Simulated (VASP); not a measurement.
# Al3Cu2 (P-3m1) in VASP: notebook

Runs on Al3Cu2. Level: r2SCAN. Tasks: single point.

All numbers are computed with VASP 6.6.1; they aren't measurements. Logs are shortened: lines on timing, memory, paths and dates and some standing lists are left out, and cuts for length are marked.

### Step 1. The cell of the first run

It takes space group P-3m1 (No. 164, trigonal). The conventional cell has a = 4.430 Å, b = 4.430 Å, c = 4.790 Å, α = 90.00°, β = 90.00°, γ = 120.00°. Al (site symmetry -3m) has 6 Cu at 2.67 Å and 6 Al at 3.06 Å within 3.5 Å. Within 3.1 Å of Al (site symmetry 3m) lie 5 Cu at 2.35 to 2.72 Å and 6 Al at 2.93 to 3.06 Å. Cu (site symmetry 3m) has 8 Al at 2.35 to 2.72 Å and 3 Cu at 2.98 Å within 3.1 Å.

### Step 2. Single point, r2SCAN (strain +0.080 along x and y, -0.040 along z)

POSCAR

```
Al3Cu2
1.0
    4.4299567260      0.0000000000      0.0000000000
   -2.2149783630      3.8364550623      0.0000000000
    0.0000000000      0.0000000000      4.7902669367
Al Cu
3 2
Direct
    0.0000000000      0.0000000000      0.0000000000
    0.3333333333      0.6666666667      0.3501725384
    0.6666666667      0.3333333333      0.6498274616
    0.3333333333      0.6666666667      0.8401683181
    0.6666666667      0.3333333333      0.1598316819
```

INCAR.step1

```
SYSTEM = Al3Cu2
ALGO = Normal
EDIFF = 1E-4
ENCUT = 520
GGA = PE
ISMEAR = 0
LASPH = .True.
LCHARG = .False.
LREAL = .False.
LWAVE = .True.
NBANDS = 24
NELM = 60
PREC = Accurate
SIGMA = 0.15
```

INCAR.step2

```
SYSTEM = Al3Cu2
ALGO = Normal
EDIFF = 1E-6
ENCUT = 520
ISIF = 2
ISMEAR = 0
ISTART = 1
LASPH = .True.
LCHARG = .False.
LMIXTAU = .True.
LREAL = .False.
LWAVE = .False.
METAGGA = R2SCAN
NBANDS = 24
NELM = 60
PREC = Accurate
SIGMA = 0.15
```

KPOINTS

```
k-points
0
Gamma
  12 12 10
  0 0 0
```

Potentials or basis: VASP PAW PBE potentials, release 64 (Al, Cu).

On the command line:

```bash
cat potpaw_PBE.64/Al/POTCAR potpaw_PBE.64/Cu/POTCAR > POTCAR
cp INCAR.step1 INCAR
mpirun -np 1 vasp_std > vasp.out
cp INCAR.step2 INCAR
mpirun -np 1 vasp_std > vasp.out
```

OUTCAR:

```text
SYSTEM = Al3Cu2
   EDIFF = 1E-6
   ENCUT = 520
   ISIF = 2
   ISMEAR = 0
   ISTART = 1
   LASPH = .True.
   LREAL = .False.
   METAGGA = R2SCAN
   NELM = 60
   PREC = Accurate

 ion  position               nearest neighbor table
   1  0.000  0.000  0.000-   4 2.67   5 2.67   4 2.67   5 2.67   5 2.67   4 2.67   2 3.06   3 3.06
                             2 3.06   3 3.06   2 3.06   3 3.06
   2  0.333  0.667  0.350-   4 2.35   4 2.44   5 2.72   5 2.72   5 2.72   3 2.93   3 2.93   3 2.93
                             1 3.06   1 3.06   1 3.06
   3  0.667  0.333  0.650-   5 2.35   5 2.44   4 2.72   4 2.72   4 2.72   2 2.93   2 2.93   2 2.93
                             1 3.06   1 3.06   1 3.06
   4  0.333  0.667  0.840-   2 2.35   2 2.44   1 2.67   1 2.67   1 2.67   3 2.72   3 2.72   3 2.72

   5  0.667  0.333  0.160-   3 2.35   3 2.44   1 2.67   1 2.67   1 2.67   2 2.72   2 2.72   2 2.72

  LATTYP: Found a hexagonal cell.
 ALAT       =     4.4299567260
 C/A-ratio  =     1.0813349279

  Lattice vectors:

 A1 = (   4.4299567260,   0.0000000000,   0.0000000000)
 A2 = (  -2.2149783630,   3.8364550623,   0.0000000000)
 A3 = (   0.0000000000,   0.0000000000,   4.7902669367)

Analysis of symmetry for initial positions (statically):
=====================================================================
 Subroutine PRICEL returns:
 Original cell was already a primitive cell.

 Routine SETGRP: Setting up the symmetry group for a
 hexagonal supercell.

 Subroutine GETGRP returns: Found 12 space group operations
 (whereof 12 operations were pure point group operations)
 out of a pool of 24 trial point group operations.

The static configuration has the point symmetry D_3d.

Analysis of symmetry for dynamics (positions and initial velocities):
=====================================================================
 Subroutine PRICEL returns:
 Original cell was already a primitive cell.

 Routine SETGRP: Setting up the symmetry group for a
 hexagonal supercell.

 Subroutine GETGRP returns: Found 12 space group operations
 (whereof 12 operations were pure point group operations)
 out of a pool of 24 trial point group operations.

The dynamic configuration has the point symmetry D_3d.

 Subroutine INISYM returns: Found 12 space group operations
 (whereof 12 operations are pure point group operations),
 and found     1 'primitive' translations

----------------------------------------------------------------------------------------

                                     Primitive cell

  volume of cell :      81.4122

  direct lattice vectors                    reciprocal lattice vectors
     4.429956726  0.000000000  0.000000000     0.225735839  0.130328648  0.000000000
    -2.214978363  3.836455062  0.000000000     0.000000000  0.260657295  0.000000000
     0.000000000  0.000000000  4.790266937     0.000000000  0.000000000  0.208756634

  length of vectors
     4.429956726  4.429956726  4.790266937     0.260657295  0.260657295  0.208756634

  position of ions in fractional coordinates (direct lattice)
     0.000000000  0.000000000  0.000000000
     0.333333333  0.666666667  0.350172538
     0.666666667  0.333333333  0.649827462
     0.333333333  0.666666667  0.840168318
     0.666666667  0.333333333  0.159831682

  ion indices of the primitive-cell ions
   primitive index   ion index
                 1           1
                 2           2
                 3           3
                 4           4
                 5           5

----------------------------------------------------------------------------------------

 KPOINTS: k-points

Automatic generation of k-mesh.
 Grid dimensions read from file:
 generate k-points for:   12   12   10

 Generating k-lattice:

  Cartesian coordinates                     Fractional coordinates (reciprocal lattice)
     0.018811320  0.010860721  0.000000000     0.083333333 -0.000000000  0.000000000
     0.000000000  0.021721441  0.000000000     0.000000000  0.083333333  0.000000000
     0.000000000  0.000000000  0.020875663     0.000000000  0.000000000  0.100000000

  Length of vectors
     0.021721441  0.021721441  0.020875663

  Shift w.r.t. Gamma in fractional coordinates (k-lattice)
     0.000000000  0.000000000  0.000000000

 Subroutine IBZKPT returns following result:
 ===========================================

 Found    162 irreducible k-points:

 Following reciprocal coordinates:
            Coordinates               Weight
  0.000000  0.000000  0.000000      1.000000
  0.083333  0.000000  0.000000      6.000000
  0.166667  0.000000  0.000000      6.000000
  0.250000 -0.000000  0.000000      6.000000
  0.333333 -0.000000  0.000000      6.000000
  0.416667  0.000000  0.000000      6.000000
[... 16 lines left out ...]
  0.166667  0.000000  0.100000      6.000000
  0.000000  0.166667  0.100000      6.000000
 [... further k-points ...]
   k-points           NKPTS =    162   k-points in BZ     NKDIM =    162   number of bands    NBANDS=     24
   number of dos      NEDOS =    301   number of ions     NIONS =      5
   total plane-waves  NPLWV =  46656
   dimension x,y,z NGX =    36 NGY =   36 NGZ =   36
   dimension x,y,z NGXF=    72 NGYF=   72 NGZF=   72
   ions per type =               3   2
   NGX,Y,Z   is equivalent  to a cutoff of  13.51, 13.51, 12.49 a.u.
   NGXF,Y,Z  is equivalent  to a cutoff of  27.02, 27.02, 24.99 a.u.
 SYSTEM =  Al3Cu2
   PREC   = accura    normal or accurate (medium, high low for compatibility)
   ISTART =      1    job   : 0-new  1-cont  2-samecut
   ICHARG =      0    charge: 1-file 2-atom 10-const
   ISPIN  =      1    spin polarized calculation?
   LNONCOLLINEAR =      F non collinear calculations
   LSORBIT =      F    spin-orbit coupling
   LASPH  =      T    aspherical Exc in radial PAW
   ENCUT  =  520.0 eV  38.22 Ry    6.18 a.u.   8.24  8.24  8.91*2*pi/ulx,y,z
   NELM   =     60;   NELMIN=  2; NELMDL=  0     # of ELM steps
   EDIFF  = 0.1E-05   stopping-criterion for ELM
   LREAL  =      F    real-space projection
   EDIFFG = 0.1E-04   stopping-criterion for IOM
   NSW    =      0    number of steps for IOM
   IBRION =     -1    ionic relax: 0-MD 1-quasi-New 2-CG
   NFREE  =      0    steps in history (QN), initial steepest desc. (CG)
   ISIF   =      2    stress and relaxation
   ISYM   =      2    0-nonsym 1-usesym 2-fastsym
   POTIM  = 0.5000    time-step for ionic-motion
   TEBEG  =    0.0;   TEEND  =   0.0 temperature during run
   PSTRESS=    0.0 pullay stress
   NELECT =      31.0000    total number of electrons
   NUPDOWN=      -1.0000    fix difference up-down
   EMIN   =  10.00;   EMAX   =-10.00  energy-range for DOS
   EFERMI =   0.00;   METHOD = LEGACY
   ISMEAR =     0;   SIGMA  =   0.15  broadening in eV -4-tet -1-fermi 0-gaus
   EFERMI_NEDOS =   21; number of points for ismear=-14 and -15
   IALGO  =     38    algorithm
   IMIX   =      4    mixing-type and parameters
     AMIX     =   0.40;   BMIX     =  1.00
     AMIX_MAG =   1.60;   BMIX_MAG =  1.00
  volume/ion in A,a.u.               =      16.28       109.88
  Fermi-wavevector in a.u.,A,eV,Ry     =   1.186585  2.242321 19.156794  1.407985
  Thomas-Fermi vector in A             =   2.322755
   LORBIT       =      0    0 simple, 1 ext, 2 COOP (PROOUT), +10 PAW based schemes
   METAGGA = R2SCAN    functional components
   LHFCALC =     F    Hartree Fock is set to
   AEXX    =    0.0000 exact exchange contribution
   IVDW    =     0    specifies the selected vdW correction
   LEPSILON=     F    determine dielectric tensor
   LRPA    =     F    only Hartree local field effects (RPA)
 non-spin polarized calculation
 Gauss-broadening in eV      SIGMA  =   0.15
  energy-cutoff  :      520.00
  volume of cell :       81.41
 maximum number of plane-waves:      2238
 NGX is ok and might be reduce to    36
   NGX = 17   NGY = 17   NGZ = 17

 number of electron      30.9999977 magnetization

 Free energy of the ion-electron system (eV)
  ---------------------------------------------------
  ext. energy  EPLUGINS =         0.00000000
  ---------------------------------------------------
  free energy    TOTEN  =       -42.16656893 eV

  energy without entropy =      -42.14544762  energy(sigma->0) =      -42.15600828

 E-fermi :   7.0479     XC(G=0): -11.2117

 val. band max:        7.0447108026   @ k =  -0.0833   0.4167   0.1000
 cond. band min:       7.0552003442   @ k =   0.0000   0.4167   0.1000
 fundamental gap:      0.0104895416
 Fermi energy:         7.0479136581

 k-point     1 :       0.0000    0.0000    0.0000
  band No.  band energies     occupation
      1      -3.9150      2.00000
      2       1.2043      2.00000
      3       1.7504      2.00000
      4       2.1345      2.00000
      5       2.1346      2.00000
      6       2.4236      2.00000
[... 16 lines left out ...]
     23      13.2503      0.00000
     24      13.2503      0.00000

 k-point     2 :       0.0833    0.0000    0.0000
  band No.  band energies     occupation
      1      -3.8412      2.00000
      2       1.2157      2.00000
      3       1.7011      2.00000
      4       2.1552      2.00000
      5       2.1759      2.00000
      6       2.4108      2.00000
[... 16 lines left out ...]
     23      12.8593      0.00000
     24      13.0420      0.00000

 k-point     3 :       0.1667    0.0000    0.0000
  band No.  band energies     occupation
      1      -3.6207      2.00000
      2       1.2218      2.00000
      3       1.5701      2.00000
      4       2.2153      2.00000
      5       2.2326      2.00000
      6       2.3867      2.00000
[... 16 lines left out ...]
     23      12.5564      0.00000
     24      12.6602      0.00000

 k-point     4 :       0.2500   -0.0000    0.0000
  band No.  band energies     occupation
      1      -3.2566      2.00000
      2       1.0429      2.00000
      3       1.3975      2.00000
      4       2.1758      2.00000
      5       2.3053      2.00000
      6       2.4252      2.00000
[... 16 lines left out ...]
     23      12.4201      0.00000
     24      12.7394      0.00000

 k-point     5 :       0.3333   -0.0000    0.0000
  band No.  band energies     occupation
      1      -2.7564      2.00000
      2       0.4038      2.00000
      3       1.3222      2.00000
      4       2.1322      2.00000
      5       2.3901      2.00000
      6       2.4614      2.00000
[... 16 lines left out ...]
     23      12.6023      0.00000
     24      12.6977      0.00000

 k-point     6 :       0.4167    0.0000    0.0000
  band No.  band energies     occupation
      1      -2.1410      2.00000
      2      -0.4222      2.00000
      3       1.2791      2.00000
      4       2.1459      2.00000
      5       2.4265      2.00000
      6       2.4691      2.00000
[... 16 lines left out ...]
     23      13.4742      0.00000
     24      13.8350      0.00000
[... 379 lines left out ...]
 k-point    21 :       0.0833    0.0000    0.1000
  band No.  band energies     occupation
      1      -3.7741      2.00000
      2       0.9615      2.00000
      3       1.7292      2.00000
      4       2.1362      2.00000
      5       2.1446      2.00000
      6       2.4141      2.00000
[... 16 lines left out ...]
     23      12.9456      0.00000
     24      13.2603      0.00000

 k-point    22 :       0.0000    0.0833    0.1000
  band No.  band energies     occupation
      1      -3.7741      2.00000
      2       0.9620      2.00000
      3       1.7178      2.00000
      4       2.1422      2.00000
      5       2.1500      2.00000
      6       2.3984      2.00000
[... 16 lines left out ...]
     23      12.5371      0.00000
     24      13.0795      0.00000

 k-point    23 :       0.1667    0.0000    0.1000
  band No.  band energies     occupation
      1      -3.5538      2.00000
      2       1.0283      2.00000
      3       1.6316      2.00000
      4       2.1103      2.00000
      5       2.1949      2.00000
      6       2.4197      2.00000
[... 16 lines left out ...]
     23      12.5191      0.00000
     24      13.5367      0.00000

 k-point    24 :       0.0000    0.1667    0.1000
  band No.  band energies     occupation
      1      -3.5536      2.00000
      2       1.0415      2.00000
      3       1.5375      2.00000
      4       2.2012      2.00000
      5       2.2230      2.00000
      6       2.3547      2.00000
[... 16 lines left out ...]
     23      12.3129      0.00000
     24      13.0494      0.00000

 [... further k-points ...]
[... 5 lines left out ...]
  --------------------------------------------------------------------------------------
  -------------------------------------------------------------------------------------
  Total       -6.9070503     -6.9070503      2.2614351      0.0000000      0.0000000      0.0000000
  in kB     -135.9295526   -135.9295526     44.5046513      0.0000000      0.0000000      0.0000000
  external PRESSURE =     -75.7848180 kB  Pullay stress =       0.0000000 kB

 VOLUME and BASIS-vectors are now :
 -----------------------------------------------------------------------------
  energy-cutoff  :      520.00
  volume of cell :       81.41
      direct lattice vectors                 reciprocal lattice vectors
     4.429956726  0.000000000  0.000000000     0.225735839  0.130328648  0.000000000
    -2.214978363  3.836455062  0.000000000     0.000000000  0.260657295  0.000000000
     0.000000000  0.000000000  4.790266937     0.000000000  0.000000000  0.208756634

 POSITION                                       TOTAL-FORCE (eV/Angst)
 -----------------------------------------------------------------------------------
      0.00000      0.00000      0.00000         0.000000      0.000000     -0.000000
     -0.00000      2.55764      1.67742         0.000000      0.000000     -0.087604
      2.21498      1.27882      3.11285        -0.000000      0.000000      0.087604
     -0.00000      2.55764      4.02463         0.000000      0.000000      0.421578
      2.21498      1.27882      0.76564        -0.000000      0.000000     -0.421578
 -----------------------------------------------------------------------------------
    total drift:                                0.000000     -0.000000     -0.000000

  FREE ENERGIE OF THE ION-ELECTRON SYSTEM (eV)
  ---------------------------------------------------
  free  energy   TOTEN  =       -42.1665689302 eV

  energy  without entropy=      -42.1454476239  energy(sigma->0) =      -42.15600828
```

Run time: 15 min. Hardware: 1 thread of AMD EPYC 9R45 (Zen 5), shared host; peak memory 0.38 GiB.

Results:

| Quantity | Value |
| --- | --- |
| Free energy | -42.1666 eV |
| Pressure | -7.6 GPa |
| Largest force | 0.422 eV/Å |

Forces on the atoms (eV/Å):
```
Al   0.000  0.000  0.000
Al   0.000  0.000 -0.088
Al   0.000  0.000  0.088
Cu   0.000  0.000  0.422
Cu   0.000  0.000 -0.422
```

Levels at points of the mesh, in eV from the Fermi level:
| k point | band 12 | band 13 | band 14 | band 15 | band 16 | band 17 | band 18 | band 19 | band 20 | band 21 |
| --- | --- | --- | --- | --- | --- | --- | --- | --- | --- | --- |
| (0.00, 0.00, 0.00) | -3.17 | -3.04 | -0.75 | -0.75 | 0.69 | 0.69 | 1.30 | 1.88 | 4.84 | 5.67 |
| (0.50, 0.00, 0.00) | -3.85 | -3.37 | -2.29 | -2.05 | -0.46 | -0.13 | 1.00 | 3.55 | 4.13 | 4.88 |
| (0.00, 0.00, 0.50) | -3.98 | 0.88 | 0.88 | 1.06 | 1.06 | 1.44 | 1.83 | 1.83 | 2.32 | 2.68 |
| (0.50, 0.00, 0.50) | -3.91 | -3.81 | -3.34 | -1.81 | -0.22 | 0.23 | 0.41 | 6.71 | 6.98 | 7.17 |

Caveat: the cell differs from its parent crystal (strain +0.080 along x and y, -0.040 along z); the PAW data sets were made with another functional, which shifts forces and pressure a little.

### Step 3. Single point, r2SCAN (strain +0.040 along x and y, +0.040 along z)

Changes to POSCAR since step 2:

```diff
@@ -2,5 +2,5 @@
 1.0
-    4.4299567260      0.0000000000      0.0000000000
-   -2.2149783630      3.8364550623      0.0000000000
-    0.0000000000      0.0000000000      4.7902669367
+    4.2658842546      0.0000000000      0.0000000000
+   -2.1329421273      3.6943641341      0.0000000000
+    0.0000000000      0.0000000000      5.1894558481
 Al Cu
```

INCAR.step1

```
SYSTEM = Al3Cu2
PREC     = Accurate       ! precision mode
ENCUT    = 520            ! plane-wave cutoff, eV
ISMEAR   = 0              ! smearing method
SIGMA    = 0.15           ! smearing width, eV
LREAL    = .False.        ! projectors in reciprocal space
LASPH    = .True.         ! aspherical terms in the spheres
NELM     = 100            ! most SCF steps
NBANDS   = 24             ! bands
GGA      = PE             ! functional
ALGO     = Normal         ! electronic algorithm
EDIFF    = 1E-4           ! SCF threshold, eV
LWAVE    = .True.         ! write WAVECAR
LCHARG   = .False.        ! write CHGCAR
```

INCAR.step2

```
SYSTEM = Al3Cu2
PREC     = Accurate       ! precision mode
ENCUT    = 520            ! plane-wave cutoff, eV
EDIFF    = 1E-6           ! SCF threshold, eV
ISMEAR   = 0              ! smearing method
SIGMA    = 0.15           ! smearing width, eV
LREAL    = .False.        ! projectors in reciprocal space
LASPH    = .True.         ! aspherical terms in the spheres
NELM     = 100            ! most SCF steps
ALGO     = Normal         ! electronic algorithm
ISIF     = 2              ! what is computed and relaxed
LWAVE    = .False.        ! write WAVECAR
LCHARG   = .False.        ! write CHGCAR
METAGGA  = R2SCAN         ! meta-GGA
LMIXTAU  = .True.       
NBANDS   = 24             ! bands
ISTART   = 1
```

KPOINTS

```
Automatic mesh
0
Gamma
  12 12 10
  0 0 0
```

Potentials or basis: VASP PAW PBE potentials, release 64 (Al, Cu).

On the command line:

```bash
cat potpaw_PBE.64/Al/POTCAR potpaw_PBE.64/Cu/POTCAR > POTCAR
cp INCAR.step1 INCAR
mpirun -np 1 vasp_std > vasp.out
cp INCAR.step2 INCAR
mpirun -np 1 vasp_std > vasp.out
```

It took 13 min on 1 thread of AMD EPYC 9R45 (Zen 5), shared host; peak memory 0.37 GiB.

Results (log left out):

| Item | Value |
| --- | --- |
| Free energy | -42.4895 eV |
| Pressure | -10.4 GPa |
| Largest force | 0.054 eV/Å |

Forces on the atoms (eV/Å):
```
Al   0.000  0.000  0.000
Al   0.000  0.000 -0.054
Al   0.000  0.000  0.054
Cu   0.000  0.000 -0.028
Cu   0.000  0.000  0.028
```

Stress tensor (GPa, compression positive):
```
-10.37   0.00   0.00
  0.00 -10.37   0.00
  0.00   0.00 -10.47
```

Levels at points of the mesh, in eV from the Fermi level:
```
           k point  band 12  band 13  band 14  band 15  band 16  band 17  band 18  band 19
(0.00, 0.00, 0.00)    -3.41    -3.40    -0.10    -0.10     1.34     1.34     2.28     2.89
(0.50, 0.00, 0.00)    -3.81    -2.88    -2.81    -2.45    -0.76    -0.27     0.61     3.06
(0.00, 0.00, 0.50)    -3.88     1.23     1.23     1.48     1.48     1.96     2.26     2.26
(0.50, 0.00, 0.50)    -3.90    -3.83    -3.32    -1.63    -0.12     0.83     0.86     5.14
```

Caveat: the cell differs from its parent crystal (strain +0.040 along x and y, +0.040 along z); the PAW data sets were made with another functional, which shifts forces and pressure a little.
